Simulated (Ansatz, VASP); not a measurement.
P in VASP and in Ansatz

```
P
1.0
     3.29619    0.00000    0.00000
     0.00000    4.43916    0.00000
     0.00000    0.00000   21.74620
P
8
Direct
  0.50000 0.91750 0.20693
  0.00000 0.58250 0.20693
  0.50000 0.08250 0.30456
  0.00000 0.41750 0.30456
  0.37500 0.95750 0.52345
  0.87500 0.62251 0.52345
  0.37500 0.12251 0.62108
  0.87500 0.45750 0.62108
```

Alike in both runs: task single point; functional PBE; dispersion D3(BJ); k mesh 8 × 6 × 1; occupations gaussian, width 0.05 eV; no spin polarisation.

|  | VASP | Ansatz |
| --- | --- | --- |
| version | VASP 6.6.1 | Ansatz 0.2.0 |
| potentials or method | VASP PAW PBE potentials, release 64 (P), cutoff 520 eV | scalar-relativistic, plane waves, PAW |
| valence electrons in the cell | 40 | 40 |

VASP gave:

| Quantity | Value |
| --- | --- |
| gap on the k mesh at the Fermi level (eV) | 0.58 |
| least direct gap on the mesh (eV) | 0.58 |
| rms of the force components (eV/Å) | 0.027 |

Problem. What did Ansatz give for the same quantities?

Solution. gap on the k mesh at the Fermi level (eV): 0.56; least direct gap on the mesh (eV): 0.56; rms of the force components (eV/Å): 0.019.

Atom by atom the forces differ by 0.030 eV/Å (rms over components).
